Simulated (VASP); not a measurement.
Wanted: the native input for a VASP 6.6.1 run.

```yaml
Task: single point
Functional: PBEsol
Potentials_or_basis: VASP PAW PBE potentials, release 64 (Ta_pv, N)
Cutoff: 520 eV
k_mesh: 12 × 12 × 8
Occupations: gaussian, width 0.1 eV
Spin: no spin polarisation
Dipole_correction: no
Further_INCAR_settings: ALGO = Normal; EDIFF = 1e-07; NBANDS = 50
```

The structure of Ta2N lies in POSCAR:

```
Ta2N
1.0
    5.3181418084      0.0000000000      0.0000000000
   -2.6590709042      4.6056459070      0.0000000000
    0.0000000000      0.0000000000      4.9576615813
Ta N
6 3
Direct
    0.6671169908      0.6671169908      0.7523493379
    0.0000000000      0.3328830092      0.7523493379
    0.3328830092      0.0000000000      0.7523493379
    0.3328830092      0.3328830092      0.2476506621
    0.0000000000      0.6671169908      0.2476506621
    0.6671169908      0.0000000000      0.2476506621
    0.6666666667      0.3333333333      0.5000000000
    0.3333333333      0.6666666667      0.5000000000
    0.0000000000      0.0000000000      0.0000000000
```

The input as run:

INCAR

```
SYSTEM = Ta2N
ALGO = Normal
EDIFF = 1E-7
ENCUT = 520
GGA = PS
ISIF = 2
ISMEAR = 0
LASPH = .True.
LCHARG = .True.
LELF = .True.
LREAL = .False.
LVHAR = .True.
LWAVE = .False.
NBANDS = 50
NELM = 100
PREC = Accurate
SIGMA = 0.1
```

KPOINTS

```
k-points
0
Gamma
  12 12 8
  0 0 0
```

Potentials or basis: VASP PAW PBE potentials, release 64 (Ta_pv, N).

Run with:

```bash
$ cat potpaw_PBE.64/Ta_pv/POTCAR potpaw_PBE.64/N/POTCAR > POTCAR
$ mpirun -np 1 vasp_std > vasp.out
```

It gave:

- Pressure: -8.0 GPa
- Largest force: 0.014 eV/Å
- Band gap on the k mesh: zero (an odd number of electrons rules out a gap without spin polarisation)

Caveat: the cell stands under tension; the PAW data sets were made with another functional, which shifts forces and pressure a little; spin-orbit coupling is left out, which moves the levels of the heavy elements.

It took 6.5 min on 1 thread of Intel(R) Xeon(R) 6975P-C (Granite Rapids), with other jobs on the host, peak memory 0.65 GiB.
